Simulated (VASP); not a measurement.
# P (Cmce) in VASP: single point with LDA

Aim: the single point of P with LDA.

Program: VASP 6.6.1. These are calculated values, not measurements. Logs are shortened: lines on timing, memory, paths and dates and some standing lists are left out, and cuts for length are marked.

### 1 The cell of the first run

It takes space group Cmce (No. 64, orthorhombic). The conventional cell has a = 3.316 Å, b = 10.484 Å, c = 4.379 Å, α = 90.00°, β = 90.00°, γ = 90.00°. P (site symmetry m) has 3 P at 2.22 to 2.24 Å within 2.9 Å.

### 2 Single point, LDA

Input file INCAR:

```
ALGO = Normal
EDIFF = 1E-6
ENCUT = 520
GGA = CA
ISIF = 2
ISMEAR = 0
LASPH = True
LCHARG = False
LREAL = False
LWAVE = False
NBANDS = 18
NELM = 100
PREC = Accurate
SIGMA = 0.1
```

Input file KPOINTS:

```
k-points
0
Gamma
  6 6 4
```

Input file POSCAR:

```
P
1.0
    1.6582000000     -5.2420000000      0.0000000000
    1.6582000000      5.2420000000      0.0000000000
    0.0000000000      0.0000000000      4.3793000000
P
4
Direct
    0.8983800000      0.1016200000      0.0806800000
    0.6016200000      0.3983800000      0.5806800000
    0.1016200000      0.8983800000      0.9193200000
    0.3983800000      0.6016200000      0.4193200000
```

Potentials or basis: VASP PAW LDA potentials, release 64 (P).

Started as:

```
$ cat potpaw_LDA.64/P/POTCAR > POTCAR
$ mpirun -np 1 vasp_std > vasp.out
```

OUTCAR:

```text
EDIFF = 1E-6
   ENCUT = 520
   GGA = CA
   ISIF = 2
   ISMEAR = 0
   LASPH = True
   LREAL = False
   NELM = 100
   PREC = Accurate

 ion  position               nearest neighbor table
   1  0.898  0.102  0.081-   4 2.22   4 2.22   3 2.24
   2  0.602  0.398  0.581-   3 2.22   3 2.22   4 2.24
   3  0.102  0.898  0.919-   2 2.22   2 2.22   1 2.24
   4  0.398  0.602  0.419-   1 2.22   1 2.22   2 2.24

  LATTYP: Found a base centered orthorhombic cell.
 ALAT       =     3.3164000000
 B/A-ratio  =     3.1612591967
 C/A-ratio  =     1.3204981305

  Lattice vectors:

 A1 = (   1.6582000000,  -5.2420000000,   0.0000000000)
 A2 = (   1.6582000000,   5.2420000000,   0.0000000000)
 A3 = (   0.0000000000,   0.0000000000,   4.3793000000)

Analysis of symmetry for initial positions (statically):
=====================================================================
 Subroutine PRICEL returns:
 Original cell was already a primitive cell.

 Routine SETGRP: Setting up the symmetry group for a
 base centered orthorhombic supercell.

 Subroutine GETGRP returns: Found  8 space group operations
 (whereof  4 operations were pure point group operations)
 out of a pool of  8 trial point group operations.

The static configuration has the point symmetry C_2h.
 The point group associated with its full space group is D_2h.

Analysis of symmetry for dynamics (positions and initial velocities):
=====================================================================
 Subroutine PRICEL returns:
 Original cell was already a primitive cell.

 Routine SETGRP: Setting up the symmetry group for a
 base centered orthorhombic supercell.

 Subroutine GETGRP returns: Found  8 space group operations
 (whereof  4 operations were pure point group operations)
 out of a pool of  8 trial point group operations.

The dynamic configuration has the point symmetry C_2h.
 The point group associated with its full space group is D_2h.

 Subroutine INISYM returns: Found  8 space group operations
 (whereof  4 operations are pure point group operations),
 and found     1 'primitive' translations

----------------------------------------------------------------------------------------

                                     Primitive cell

  volume of cell :      76.1322

  direct lattice vectors                    reciprocal lattice vectors
     1.658200000 -5.242000000  0.000000000     0.301531781 -0.095383441  0.000000000
     1.658200000  5.242000000  0.000000000     0.301531781  0.095383441  0.000000000
     0.000000000  0.000000000  4.379300000     0.000000000  0.000000000  0.228346996

  length of vectors
     5.498017028  5.498017028  4.379300000     0.316258464  0.316258464  0.228346996

  position of ions in fractional coordinates (direct lattice)
     0.898380000  0.101620000  0.080680000
     0.601620000  0.398380000  0.580680000
     0.101620000  0.898380000  0.919320000
     0.398380000  0.601620000  0.419320000

  ion indices of the primitive-cell ions
   primitive index   ion index
                 1           1
                 2           2
                 3           3
                 4           4

----------------------------------------------------------------------------------------

 KPOINTS: k-points

Automatic generation of k-mesh.
 Grid dimensions read from file:
 generate k-points for:    6    6    4

 Generating k-lattice:

  Cartesian coordinates                     Fractional coordinates (reciprocal lattice)
     0.050255297 -0.015897240  0.000000000     0.166666667  0.000000000  0.000000000
     0.050255297  0.015897240  0.000000000     0.000000000  0.166666667  0.000000000
     0.000000000  0.000000000  0.057086749     0.000000000  0.000000000  0.250000000

  Length of vectors
     0.052709744  0.052709744  0.057086749

  Shift w.r.t. Gamma in fractional coordinates (k-lattice)
     0.000000000  0.000000000  0.000000000

 Subroutine IBZKPT returns following result:
 ===========================================

 Found     39 irreducible k-points:

 Following reciprocal coordinates:
            Coordinates               Weight
  0.000000  0.000000  0.000000      1.000000
  0.166667  0.000000  0.000000      4.000000
  0.333333 -0.000000  0.000000      4.000000
  0.500000  0.000000  0.000000      2.000000
  0.166667  0.166667  0.000000      2.000000
  0.333333  0.166667  0.000000      4.000000
[... 16 lines left out ...]
  0.333333  0.333333  0.250000      4.000000
  0.500000  0.333333  0.250000      8.000000
 [... further k-points ...]
   k-points           NKPTS =     39   k-points in BZ     NKDIM =     39   number of bands    NBANDS=     18
   number of dos      NEDOS =    301   number of ions     NIONS =      4
   total plane-waves  NPLWV =  63504
   dimension x,y,z NGX =    42 NGY =   42 NGZ =   36
   dimension x,y,z NGXF=    84 NGYF=   84 NGZF=   72
   ions per type =               4
   NGX,Y,Z   is equivalent  to a cutoff of  12.70, 12.70, 13.67 a.u.
   NGXF,Y,Z  is equivalent  to a cutoff of  25.40, 25.40, 27.33 a.u.
 SYSTEM =  unknown system
   PREC   = accura    normal or accurate (medium, high low for compatibility)
   ISTART =      0    job   : 0-new  1-cont  2-samecut
   ICHARG =      2    charge: 1-file 2-atom 10-const
   ISPIN  =      1    spin polarized calculation?
   LNONCOLLINEAR =      F non collinear calculations
   LSORBIT =      F    spin-orbit coupling
   LASPH  =      T    aspherical Exc in radial PAW
   ENCUT  =  520.0 eV  38.22 Ry    6.18 a.u.  10.22 10.22  8.14*2*pi/ulx,y,z
   NELM   =    100;   NELMIN=  2; NELMDL= -5     # of ELM steps
   EDIFF  = 0.1E-05   stopping-criterion for ELM
   LREAL  =      F    real-space projection
   EDIFFG = 0.1E-04   stopping-criterion for IOM
   NSW    =      0    number of steps for IOM
   IBRION =     -1    ionic relax: 0-MD 1-quasi-New 2-CG
   NFREE  =      0    steps in history (QN), initial steepest desc. (CG)
   ISIF   =      2    stress and relaxation
   ISYM   =      2    0-nonsym 1-usesym 2-fastsym
   POTIM  = 0.5000    time-step for ionic-motion
   TEBEG  =    0.0;   TEEND  =   0.0 temperature during run
   PSTRESS=    0.0 pullay stress
   NELECT =      20.0000    total number of electrons
   NUPDOWN=      -1.0000    fix difference up-down
   EMIN   =  10.00;   EMAX   =-10.00  energy-range for DOS
   EFERMI =   0.00;   METHOD = LEGACY
   ISMEAR =     0;   SIGMA  =   0.10  broadening in eV -4-tet -1-fermi 0-gaus
   EFERMI_NEDOS =   21; number of points for ismear=-14 and -15
   IALGO  =     38    algorithm
   IMIX   =      4    mixing-type and parameters
     AMIX     =   0.40;   BMIX     =  1.00
     AMIX_MAG =   1.60;   BMIX_MAG =  1.00
  volume/ion in A,a.u.               =      19.03       128.44
  Fermi-wavevector in a.u.,A,eV,Ry     =   1.048484  1.981348 14.957149  1.099319
  Thomas-Fermi vector in A             =   2.183408
   LORBIT       =      0    0 simple, 1 ext, 2 COOP (PROOUT), +10 PAW based schemes
   GGA     = CA    functional components
   LHFCALC =     F    Hartree Fock is set to
   AEXX    =    0.0000 exact exchange contribution
   IVDW    =     0    specifies the selected vdW correction
   LEPSILON=     F    determine dielectric tensor
   LRPA    =     F    only Hartree local field effects (RPA)
 non-spin polarized calculation
 Gauss-broadening in eV      SIGMA  =   0.10
  energy-cutoff  :      520.00
  volume of cell :       76.13
 maximum number of plane-waves:      2064
 NGX is ok and might be reduce to    42
   NGX = 21   NGY = 21   NGZ = 17

 number of electron      19.9999999 magnetization

 Free energy of the ion-electron system (eV)
  ---------------------------------------------------
  ext. energy  EPLUGINS =         0.00000000
  ---------------------------------------------------
  free energy    TOTEN  =       -24.05487328 eV

  energy without entropy =      -24.05323202  energy(sigma->0) =      -24.05405265

 E-fermi :   6.4362     XC(G=0): -10.0633

 val. band max:        6.3978469695   @ k =   0.5000   0.5000   0.0000
 cond. band min:       6.5126304997   @ k =   0.5000   0.1667   0.0000
 fundamental gap:      0.1147835302
 Fermi energy:         6.4362473703

 k-point     1 :       0.0000    0.0000    0.0000
  band No.  band energies     occupation
      1      -9.2946      2.00000
      2      -6.2436      2.00000
      3      -3.0150      2.00000
      4      -0.4826      2.00000
      5       1.5441      2.00000
      6       1.8806      2.00000
[... 10 lines left out ...]
     17      13.6283      0.00000
     18      13.8765      0.00000

 k-point     2 :       0.1667    0.0000    0.0000
  band No.  band energies     occupation
      1      -8.9518      2.00000
      2      -5.9440      2.00000
      3      -3.2594      2.00000
      4      -0.1559      2.00000
      5       0.8381      2.00000
      6       1.2710      2.00000
[... 10 lines left out ...]
     17      11.5626      0.00000
     18      13.4427      0.00000

 k-point     3 :       0.3333   -0.0000    0.0000
  band No.  band energies     occupation
      1      -7.9455      2.00000
      2      -5.0413      2.00000
      3      -4.5098      2.00000
      4      -1.4664      2.00000
      5       0.6842      2.00000
      6       0.7088      2.00000
[... 10 lines left out ...]
     17      13.2194      0.00000
     18      13.3518      0.00000

 k-point     4 :       0.5000    0.0000    0.0000
  band No.  band energies     occupation
      1      -6.3654      2.00000
      2      -6.3654      2.00000
      3      -3.5340      2.00000
      4      -3.5340      2.00000
      5       1.1980      2.00000
      6       1.1980      2.00000
[... 375 lines left out ...]
      4      -0.9355      2.00000
      5       1.1221      2.00000
      6       2.6975      2.00000
[... 10 lines left out ...]
     17      13.2206      0.00000
     18      13.5768      0.00000

 k-point    23 :       0.3333    0.3333    0.2500
  band No.  band energies     occupation
      1      -7.4641      2.00000
      2      -5.8214      2.00000
      3      -4.1360      2.00000
      4      -1.7308      2.00000
      5      -0.3254      2.00000
      6       0.7619      2.00000
[... 10 lines left out ...]
     17      12.5679      0.00000
     18      12.7532      0.00000

 k-point    24 :       0.5000    0.3333    0.2500
  band No.  band energies     occupation
      1      -8.4167      2.00000
      2      -6.6731      2.00000
      3      -3.4453      2.00000
      4      -1.2068      2.00000
      5       0.6127      2.00000
      6       1.9900      2.00000
[... 10 lines left out ...]
     17      11.7261      0.00000
     18      12.9881      0.00000

 [... further k-points ...]
[... 5 lines left out ...]
  --------------------------------------------------------------------------------------
  -------------------------------------------------------------------------------------
  Total       -1.3751656     -0.8852182     -1.3987463      0.0000000      0.0000000      0.0000000
  in kB      -28.9398964    -18.6291178    -29.4361442      0.0000000      0.0000000      0.0000000
  external PRESSURE =     -25.6683862 kB  Pullay stress =       0.0000000 kB

 VOLUME and BASIS-vectors are now :
 -----------------------------------------------------------------------------
  energy-cutoff  :      520.00
  volume of cell :       76.13
      direct lattice vectors                 reciprocal lattice vectors
     1.658200000 -5.242000000  0.000000000     0.301531781 -0.095383441  0.000000000
     1.658200000  5.242000000  0.000000000     0.301531781  0.095383441  0.000000000
     0.000000000  0.000000000  4.379300000     0.000000000  0.000000000  0.228346996

 POSITION                                       TOTAL-FORCE (eV/Angst)
 -----------------------------------------------------------------------------------
      1.65820     -4.17662      0.35332         0.000000     -0.019794      0.040000
      1.65820     -1.06538      2.54297         0.000000      0.019794      0.040000
      1.65820      4.17662      4.02598         0.000000      0.019794     -0.040000
      1.65820      1.06538      1.83633         0.000000     -0.019794     -0.040000
 -----------------------------------------------------------------------------------
    total drift:                               -0.000000     -0.000000     -0.000000

  FREE ENERGIE OF THE ION-ELECTRON SYSTEM (eV)
  ---------------------------------------------------
  free  energy   TOTEN  =       -24.0548732758 eV

  energy  without entropy=      -24.0532320181  energy(sigma->0) =      -24.05405265
```

Run time: 25 s. Hardware: 1 thread of Intel Xeon 6975P-C (Granite Rapids), shared host; peak memory 0.2 GiB.

What came out:

```yaml
Free_energy: -24.0549 eV
Pressure: -2.6 GPa
Largest_force: 0.045 eV/Å
Band_gap_on_the_k_mesh: 0.11 eV, indirect (least direct gap 0.41 eV)
```

Forces in eV/Å, atoms in the order of the input:
```
P    0.000 -0.020  0.040
P    0.000  0.020  0.040
P    0.000  0.020 -0.040
P    0.000 -0.020 -0.040
```

Stress tensor (GPa, compression positive):
```
-2.89  0.00  0.00
 0.00 -1.86  0.00
 0.00  0.00 -2.94
```

Levels at points of the mesh, in eV from the valence-band top:
```csv
k point,band 8,band 9,band 10,band 11,band 12,band 13
"(0.00, 0.00, 0.00)",-2.76,-2.43,-1.27,0.81,1.17,1.94
"(0.50, 0.00, 0.00)",-3.22,-2.56,-2.56,0.82,0.82,1.23
"(0.50, 0.50, 0.00)",-2.12,-1.50,0.00,0.41,0.73,2.30
"(0.00, 0.00, 0.50)",-3.04,-1.20,-1.20,1.48,1.48,2.64
"(0.50, 0.00, 0.50)",-5.46,-1.83,-1.83,1.71,1.71,3.97
"(0.50, 0.50, 0.50)",-2.47,-1.53,-1.53,1.45,1.45,2.61
```

A k mesh can miss the band edges.
